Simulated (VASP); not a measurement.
# LiH (Fm-3m) in VASP: further runs

The runs below take LiH through single point, with LDA, revPBE.

Everything below comes from runs of VASP 6.6.1. Logs are shortened: lines on timing, memory, paths and dates and some standing lists are left out, and cuts for length are marked.

## Step 1: The cell of the first run

Symmetry: Fm-3m, No. 225, cubic system. Conventional cell: a = 3.882 Å, b = 3.882 Å, c = 3.882 Å, α = 90.00°, β = 90.00°, γ = 90.00°. Within 2.6 Å of Li (site symmetry m-3m) lie 6 H at 1.94 Å. H (site symmetry m-3m) has 6 Li at 1.94 Å within 2.6 Å.

## Step 2: Single point, LDA (7.31 Å³/atom)

The input, INCAR:

```
PREC     = Accurate       # precision mode
ENCUT    = 750            # plane-wave cutoff, eV
EDIFF    = 1E-6           # SCF threshold, eV
ISMEAR   = 0              # smearing method
SIGMA    = 0.02           # smearing width, eV
LREAL    = False          # projectors in reciprocal space
LASPH    = True           # aspherical terms in the spheres
NELM     = 120            # most SCF steps
ALGO     = Normal         # electronic algorithm
ISIF     = 2              # what is computed and relaxed
LWAVE    = False          # write WAVECAR
LCHARG   = True           # write CHGCAR
GGA      = CA             # functional
LELF     = True           # ELF
LVHAR    = True         
NBANDS   = 9              # bands
GGA_COMPAT= False
```

The input, KPOINTS:

```
Automatic mesh
0
Gamma
  10 10 10
```

The input, POSCAR:

```
LiH
1.0
    0.0000000000      1.9411000000      1.9411000000
    1.9411000000      0.0000000000      1.9411000000
    1.9411000000      1.9411000000      0.0000000000
Li H
1 1
Direct
    0.0000000000      0.0000000000      0.0000000000
    0.5000000000      0.5000000000      0.5000000000
```

Potentials or basis: VASP PAW LDA potentials, release 64 (Li_sv, H).

The run is started by

```sh
$ cat potpaw_LDA.64/Li_sv/POTCAR potpaw_LDA.64/H/POTCAR > POTCAR
$ mpirun -np 1 vasp_std > vasp.out
```

OUTCAR:

```text
PREC = Accurate
   ENCUT = 750
   EDIFF = 1E-6
   ISMEAR = 0
   LREAL = False
   LASPH = True
   NELM = 120
   ISIF = 2
   GGA = CA

 ion  position               nearest neighbor table
   1  0.000  0.000  0.000-
   2  0.500  0.500  0.500-

  LATTYP: Found a face centered cubic cell.
 ALAT       =     3.8822000000

  Lattice vectors:

 A1 = (   0.0000000000,   1.9411000000,   1.9411000000)
 A2 = (   1.9411000000,   0.0000000000,   1.9411000000)
 A3 = (   1.9411000000,   1.9411000000,   0.0000000000)

Analysis of symmetry for initial positions (statically):
=====================================================================
 Subroutine PRICEL returns:
 Original cell was already a primitive cell.

 Routine SETGRP: Setting up the symmetry group for a
 face centered cubic supercell.

 Subroutine GETGRP returns: Found 48 space group operations
 (whereof 48 operations were pure point group operations)
 out of a pool of 48 trial point group operations.

The static configuration has the point symmetry O_h .

Analysis of symmetry for dynamics (positions and initial velocities):
=====================================================================
 Subroutine PRICEL returns:
 Original cell was already a primitive cell.

 Routine SETGRP: Setting up the symmetry group for a
 face centered cubic supercell.

 Subroutine GETGRP returns: Found 48 space group operations
 (whereof 48 operations were pure point group operations)
 out of a pool of 48 trial point group operations.

The dynamic configuration has the point symmetry O_h .

 Subroutine INISYM returns: Found 48 space group operations
 (whereof 48 operations are pure point group operations),
 and found     1 'primitive' translations

----------------------------------------------------------------------------------------

                                     Primitive cell

  volume of cell :      14.6276

  direct lattice vectors                    reciprocal lattice vectors
     0.000000000  1.941100000  1.941100000    -0.257585905  0.257585905  0.257585905
     1.941100000  0.000000000  1.941100000     0.257585905 -0.257585905  0.257585905
     1.941100000  1.941100000  0.000000000     0.257585905  0.257585905 -0.257585905

  length of vectors
     2.745129946  2.745129946  2.745129946     0.446151875  0.446151875  0.446151875

  position of ions in fractional coordinates (direct lattice)
     0.000000000  0.000000000  0.000000000
     0.500000000  0.500000000  0.500000000

  ion indices of the primitive-cell ions
   primitive index   ion index
                 1           1
                 2           2

----------------------------------------------------------------------------------------

 KPOINTS: Automatic mesh

Automatic generation of k-mesh.
 Grid dimensions read from file:
 generate k-points for:   10   10   10

 Generating k-lattice:

  Cartesian coordinates                     Fractional coordinates (reciprocal lattice)
    -0.025758590  0.025758590  0.025758590     0.100000000  0.000000000  0.000000000
     0.025758590 -0.025758590  0.025758590     0.000000000  0.100000000  0.000000000
     0.025758590  0.025758590 -0.025758590     0.000000000  0.000000000  0.100000000

  Length of vectors
     0.044615187  0.044615187  0.044615187

  Shift w.r.t. Gamma in fractional coordinates (k-lattice)
     0.000000000  0.000000000  0.000000000

 Subroutine IBZKPT returns following result:
 ===========================================

 Found     47 irreducible k-points:

 Following reciprocal coordinates:
            Coordinates               Weight
  0.000000  0.000000  0.000000      1.000000
  0.100000  0.000000  0.000000      8.000000
  0.200000  0.000000  0.000000      8.000000
  0.300000  0.000000  0.000000      8.000000
  0.400000  0.000000  0.000000      8.000000
  0.500000  0.000000  0.000000      4.000000
[... 16 lines left out ...]
  0.300000  0.300000  0.000000      6.000000
  0.400000  0.300000  0.000000     24.000000
 [... further k-points ...]
   k-points           NKPTS =     47   k-points in BZ     NKDIM =     47   number of bands    NBANDS=      9
   number of dos      NEDOS =    301   number of ions     NIONS =      2
   total plane-waves  NPLWV =  21952
   dimension x,y,z NGX =    28 NGY =   28 NGZ =   28
   dimension x,y,z NGXF=    56 NGYF=   56 NGZF=   56
   ions per type =               1   1
   NGX,Y,Z   is equivalent  to a cutoff of  16.96, 16.96, 16.96 a.u.
   NGXF,Y,Z  is equivalent  to a cutoff of  33.91, 33.91, 33.91 a.u.
 SYSTEM =  unknown system
   PREC   = accura    normal or accurate (medium, high low for compatibility)
   ISTART =      0    job   : 0-new  1-cont  2-samecut
   ICHARG =      2    charge: 1-file 2-atom 10-const
   ISPIN  =      1    spin polarized calculation?
   LNONCOLLINEAR =      F non collinear calculations
   LSORBIT =      F    spin-orbit coupling
   LASPH  =      T    aspherical Exc in radial PAW
   ENCUT  =  750.0 eV  55.12 Ry    7.42 a.u.   6.13  6.13  6.13*2*pi/ulx,y,z
   NELM   =    120;   NELMIN=  2; NELMDL= -5     # of ELM steps
   EDIFF  = 0.1E-05   stopping-criterion for ELM
   LREAL  =      F    real-space projection
[... 7 lines left out ...]
   TEBEG  =    0.0;   TEEND  =   0.0 temperature during run
   PSTRESS=    0.0 pullay stress
   NELECT =       4.0000    total number of electrons
   NUPDOWN=      -1.0000    fix difference up-down
   EMIN   =  10.00;   EMAX   =-10.00  energy-range for DOS
   EFERMI =   0.00;   METHOD = LEGACY
   ISMEAR =     0;   SIGMA  =   0.02  broadening in eV -4-tet -1-fermi 0-gaus
   EFERMI_NEDOS =   21; number of points for ismear=-14 and -15
   IALGO  =     38    algorithm
   IMIX   =      4    mixing-type and parameters
     AMIX     =   0.40;   BMIX     =  1.00
     AMIX_MAG =   1.60;   BMIX_MAG =  1.00
  volume/ion in A,a.u.               =       7.31        49.36
  Fermi-wavevector in a.u.,A,eV,Ry     =   1.062601  2.008025 15.362625  1.129121
  Thomas-Fermi vector in A             =   2.198057
   LORBIT       =      0    0 simple, 1 ext, 2 COOP (PROOUT), +10 PAW based schemes
   GGA     = CA    functional components
   LHFCALC =     F    Hartree Fock is set to
   AEXX    =    0.0000 exact exchange contribution
   IVDW    =     0    specifies the selected vdW correction
   LEPSILON=     F    determine dielectric tensor
   LRPA    =     F    only Hartree local field effects (RPA)
 non-spin polarized calculation
 Gauss-broadening in eV      SIGMA  =   0.02
  energy-cutoff  :      750.00
  volume of cell :       14.63
 maximum number of plane-waves:       701
 NGX is ok and might be reduce to    28
   NGX = 13   NGY = 13   NGZ = 13

 number of electron       3.9999998 magnetization

 Free energy of the ion-electron system (eV)
  ---------------------------------------------------
  ext. energy  EPLUGINS =         0.00000000
  ---------------------------------------------------
  free energy    TOTEN  =        -6.49545492 eV

  energy without entropy =       -6.49545492  energy(sigma->0) =       -6.49545492

 E-fermi :   0.9039     XC(G=0):  -9.1274

 val. band max:        0.6921098501   @ k =   0.5000   0.5000   0.0000
 cond. band min:       3.2045860397   @ k =   0.5000   0.5000   0.0000
 fundamental gap:      2.5124761897
 Fermi energy:         0.9038786727

 k-point     1 :       0.0000    0.0000    0.0000
  band No.  band energies     occupation
      1     -42.7111      2.00000
      2      -5.2389      2.00000
      3      18.0918      0.00000
      4      19.0775      0.00000
      5      19.0775      0.00000
      6      19.0775      0.00000
      7      24.1032      0.00000
      8      24.1032      0.00000
      9      24.1032      0.00000

 k-point     2 :       0.1000    0.0000    0.0000
  band No.  band energies     occupation
      1     -42.7040      2.00000
      2      -5.0592      2.00000
      3      16.0802      0.00000
      4      18.4243      0.00000
      5      18.6605      0.00000
      6      18.6605      0.00000
      7      23.5370      0.00000
      8      24.9931      0.00000
      9      24.9931      0.00000

 k-point     3 :       0.2000    0.0000    0.0000
  band No.  band energies     occupation
      1     -42.6852      2.00000
      2      -4.5335      2.00000
      3      12.4255      0.00000
      4      17.1973      0.00000
      5      17.9851      0.00000
      6      17.9851      0.00000
      7      24.4592      0.00000
      8      24.8330      0.00000
      9      24.8330      0.00000

 k-point     4 :       0.3000    0.0000    0.0000
  band No.  band energies     occupation
      1     -42.6620      2.00000
      2      -3.7205      2.00000
      3       9.0503      0.00000
      4      16.0717      0.00000
      5      17.5678      0.00000
      6      17.5678      0.00000
      7      22.6547      0.00000
      8      22.6547      0.00000
      9      26.1562      0.00000

 k-point     5 :       0.4000    0.0000    0.0000
  band No.  band energies     occupation
      1     -42.6432      2.00000
      2      -2.8221      2.00000
      3       6.5496      0.00000
      4      15.3251      0.00000
      5      17.4865      0.00000
      6      17.4865      0.00000
      7      21.0747      0.00000
      8      21.0747      0.00000
      9      28.1662      0.00000

 k-point     6 :       0.5000    0.0000    0.0000
  band No.  band energies     occupation
      1     -42.6361      2.00000
      2      -2.3703      2.00000
      3       5.5546      0.00000
      4      15.0665      0.00000
      5      17.5362      0.00000
      6      17.5362      0.00000
      7      20.4637      0.00000
      8      20.4637      0.00000
      9      29.3428      0.00000
[... 169 lines left out ...]
 k-point    21 :      -0.3000    0.2000    0.0000
  band No.  band energies     occupation
      1     -42.6367      2.00000
      2      -2.3777      2.00000
      3       7.4393      0.00000
      4      10.1746      0.00000
      5      16.3464      0.00000
      6      17.0837      0.00000
      7      24.1751      0.00000
      8      27.3800      0.00000
      9      28.4424      0.00000

 k-point    22 :      -0.2000    0.2000    0.0000
  band No.  band energies     occupation
      1     -42.6543      2.00000
      2      -3.3625      2.00000
      3      10.1826      0.00000
      4      10.8013      0.00000
      5      17.3377      0.00000
      6      18.1201      0.00000
      7      23.3796      0.00000
      8      25.5423      0.00000
      9      27.2909      0.00000

 k-point    23 :       0.3000    0.3000    0.0000
  band No.  band energies     occupation
      1     -42.6468      2.00000
      2      -2.9296      2.00000
      3       9.5403      0.00000
      4      13.0643      0.00000
      5      13.0643      0.00000
      6      16.5334      0.00000
      7      18.9807      0.00000
      8      30.8261      0.00000
      9      33.1800      0.00000

 k-point    24 :       0.4000    0.3000    0.0000
  band No.  band energies     occupation
      1     -42.6323      2.00000
      2      -1.9801      2.00000
      3       7.4324      0.00000
      4      11.2315      0.00000
      5      12.5944      0.00000
      6      17.4249      0.00000
      7      19.0828      0.00000
      8      31.8786      0.00000
      9      32.1160      0.00000

 [... further k-points ...]
[... 5 lines left out ...]
  --------------------------------------------------------------------------------------
  -------------------------------------------------------------------------------------
  Total        0.0630214      0.0630214      0.0630214     -0.0000000     -0.0000000      0.0000000
  in kB        6.9027897      6.9027897      6.9027897     -0.0000000     -0.0000000      0.0000000
  external PRESSURE =       6.9027897 kB  Pullay stress =       0.0000000 kB

 VOLUME and BASIS-vectors are now :
 -----------------------------------------------------------------------------
  energy-cutoff  :      750.00
  volume of cell :       14.63
      direct lattice vectors                 reciprocal lattice vectors
     0.000000000  1.941100000  1.941100000    -0.257585905  0.257585905  0.257585905
     1.941100000  0.000000000  1.941100000     0.257585905 -0.257585905  0.257585905
     1.941100000  1.941100000  0.000000000     0.257585905  0.257585905 -0.257585905

 POSITION                                       TOTAL-FORCE (eV/Angst)
 -----------------------------------------------------------------------------------
      0.00000      0.00000      0.00000         0.000000     -0.000000     -0.000000
      1.94110      1.94110      1.94110        -0.000000      0.000000      0.000000
 -----------------------------------------------------------------------------------
    total drift:                                0.000000      0.000000      0.000000

  FREE ENERGIE OF THE ION-ELECTRON SYSTEM (eV)
  ---------------------------------------------------
  free  energy   TOTEN  =        -6.4954549159 eV

  energy  without entropy=       -6.4954549159  energy(sigma->0) =       -6.49545492
```

It took 16 s on 1 thread of Intel Xeon 8259CL, shared host; peak memory 0.13 GiB.

What came out:

| Quantity | Value |
| --- | --- |
| Free energy | -6.4955 eV |
| Pressure | 0.7 GPa |
| Band gap on the k mesh | 2.51 eV |

Levels at points of the mesh, in eV from the valence-band top:
```
           k point  band 1  band 2  band 3  band 4  band 5
(0.00, 0.00, 0.00)  -43.40   -5.93   17.40   18.39   18.39
(0.50, 0.00, 0.00)  -43.33   -3.06    4.86   14.37   16.84
(0.50, 0.50, 0.00)  -43.31    0.00    2.51   10.85   10.85
```

A k mesh can miss the band edges.

## Step 3: Single point, LDA (7.69 Å³/atom)

This run uses another cell than the first one, of 7.69 Å³/atom.

The input, INCAR:

```
SYSTEM = LiH
ALGO = Normal
EDIFF = 1E-6
ENCUT = 750
GGA = CA
GGA_COMPAT = .FALSE.
ISIF = 2
ISMEAR = 0
LASPH = .TRUE.
LCHARG = .FALSE.
LREAL = .FALSE.
LWAVE = .FALSE.
NBANDS = 9
NELM = 120
PREC = Accurate
SIGMA = 0.02
```

The input, KPOINTS:

```
k-points
0
G
  10 10 10
  0 0 0
```

The input, POSCAR:

```
LiH
1.0
    0.0000000000      1.9739000000      1.9739000000
    1.9739000000      0.0000000000      1.9739000000
    1.9739000000      1.9739000000      0.0000000000
Li H
1 1
Direct
    0.0000000000      0.0000000000      0.0000000000
    0.5000000000      0.5000000000      0.5000000000
```

Potentials or basis: VASP PAW LDA potentials, release 64 (Li_sv, H).

The run is started by

```sh
$ cat potpaw_LDA.64/Li_sv/POTCAR potpaw_LDA.64/H/POTCAR > POTCAR
$ mpirun -np 1 vasp_std > vasp.out
```

Run time: 16 s. Hardware: 1 thread of Intel Xeon 8259CL, shared host; peak memory 0.13 GiB.

It converged, with:

| Item | Value |
| --- | --- |
| Free energy | -6.4946 eV |
| Pressure | -1.3 GPa |
| Band gap on the k mesh | 2.57 eV |

Levels at points of the mesh, in eV from the valence-band top:
```tsv
k point	band 1	band 2	band 3	band 4	band 5
(0.00, 0.00, 0.00)	-43.43	-5.74	16.72	17.87	17.87
(0.50, 0.00, 0.00)	-43.36	-2.90	4.74	13.92	16.38
(0.50, 0.50, 0.00)	-43.34	0.00	2.57	10.61	10.61
```

(Part 1 of 2 ends here.)
